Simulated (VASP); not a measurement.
A run of VASP 6.6.1 is set up as follows.

INCAR

```
SYSTEM = BN
ALGO     = Normal         ! electronic algorithm
EDIFF    = 1E-6           ! SCF threshold, eV
ENCUT    = 600            ! plane-wave cutoff, eV
GGA      = PS             ! functional
GGA_COMPAT= .FALSE.      
ISIF     = 2              ! what is computed and relaxed
ISMEAR   = 0              ! smearing method
LASPH    = .TRUE.         ! aspherical terms in the spheres
LCHARG   = .TRUE.         ! write CHGCAR
LELF     = .TRUE.         ! ELF
LREAL    = .FALSE.        ! projectors in reciprocal space
LVHAR    = .TRUE.       
LWAVE    = .FALSE.        ! write WAVECAR
NBANDS   = 11             ! bands
NELM     = 120            ! most SCF steps
PREC     = Accurate       ! precision mode
SIGMA    = 0.02           ! smearing width, eV
```

The input KPOINTS:

```
k-points
0
G
  12 12 12
  0 0 0
```

POSCAR

```
BN
1.0
    0.0000000000      1.7846307732      1.7846307732
    1.7846307732      0.0000000000      1.7846307732
    1.7846307732      1.7846307732      0.0000000000
B N
1 1
Direct
    0.0000000000      0.0000000000      0.0000000000
    0.2500000000      0.2500000000      0.2500000000
```

Potentials or basis: VASP PAW PBE potentials, release 64 (B, N).

Run with:

```sh
$ cat potpaw_PBE.64/B/POTCAR potpaw_PBE.64/N/POTCAR > POTCAR
$ mpirun -np 1 vasp_std > vasp.out
```

(1) What does it give for the band gap on the k mesh?

(2) Estimate the pressure.

Answers

(1) 4.32 eV, indirect (least direct gap 8.94 eV).

(2) 12.9 GPa.

Caveat: the PAW data sets were made with another functional, which shifts forces and pressure a little.
